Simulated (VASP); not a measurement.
Set up this calculation in VASP 6.6.1, as the native input.

```yaml
Task: single point
Functional: PBE
Dispersion: D3(BJ)
Potentials_or_basis: VASP PAW PBE potentials, release 64 (Al, Cu)
Cutoff: 520 eV
k_mesh: 5 × 4 × 1
Occupations: gaussian, width 0.1 eV
Spin: no spin polarisation
Dipole_correction: yes
Further_INCAR_settings: LREAL = Auto; ALGO = Normal; EDIFF = 1e-07; NBANDS = 44
```

The structure of Al16Cu lies in POSCAR:

```
Al16Cu
1.0
    5.6314608543      0.0000000000      0.0000000000
    0.0000000000      7.9640883162      0.0000000000
    0.0000000000      0.0000000000     21.3288851192
Al Cu
16 1
Direct
    0.2500000000      0.2500000000      0.1875391038
    0.2500000000      0.7500000000      0.1875391038
    0.7500000000      0.2500000000      0.1875391038
    0.7500000000      0.7500000000      0.1875391038
    0.0000000000      0.0000000000      0.2535465489
    0.0000000000      0.5000000000      0.2535465489
    0.5000000000      0.0000000000      0.2535465489
    0.5000000000      0.5000000000      0.2535465489
    0.2500000000      0.2500000000      0.3225569796
    0.2500000000      0.7500000000      0.3225569796
    0.7500000000      0.2500000000      0.3225569796
    0.7500000000      0.7500000000      0.3225569796
    0.0000000000      0.0000000000      0.3858094351
    0.0000000000      0.5000000000      0.3858094351
    0.5000000000      0.0000000000      0.3858094351
    0.5000000000      0.5000000000      0.3858094351
    0.1250000000      0.1250000000      0.5311522405
```

The input as run:

INCAR

```
SYSTEM = Al16Cu
PREC = Accurate
ENCUT = 520
EDIFF = 1E-7
ISMEAR = 0
SIGMA = 0.1
LREAL = Auto
LASPH = .True.
NELM = 100
ALGO = Normal
ISIF = 2
LWAVE = .False.
LCHARG = .False.
LDIPOL = .True.
IDIPOL = 3
DIPOL = 0.5 0.5 0.302
GGA = PE
IVDW = 12
NBANDS = 44
```

KPOINTS

```
Automatic mesh
0
Gamma
  5 4 1
  0 0 0
```

Potentials or basis: VASP PAW PBE potentials, release 64 (Al, Cu).

Run with:

```bash
$ cat potpaw_PBE.64/Al/POTCAR potpaw_PBE.64/Cu/POTCAR > POTCAR
$ mpirun -np 1 vasp_std > vasp.out
```

It gave:

The largest force is 1.095 eV/Å, the band gap on the k mesh is zero (an odd number of electrons rules out a gap without spin polarisation) and the dispersion energy per atom is -0.210 eV.

Wall time 14 min on 1 thread of Intel(R) Xeon(R) 6975P-C (Granite Rapids), with other jobs on the host, peak memory 0.93 GiB.
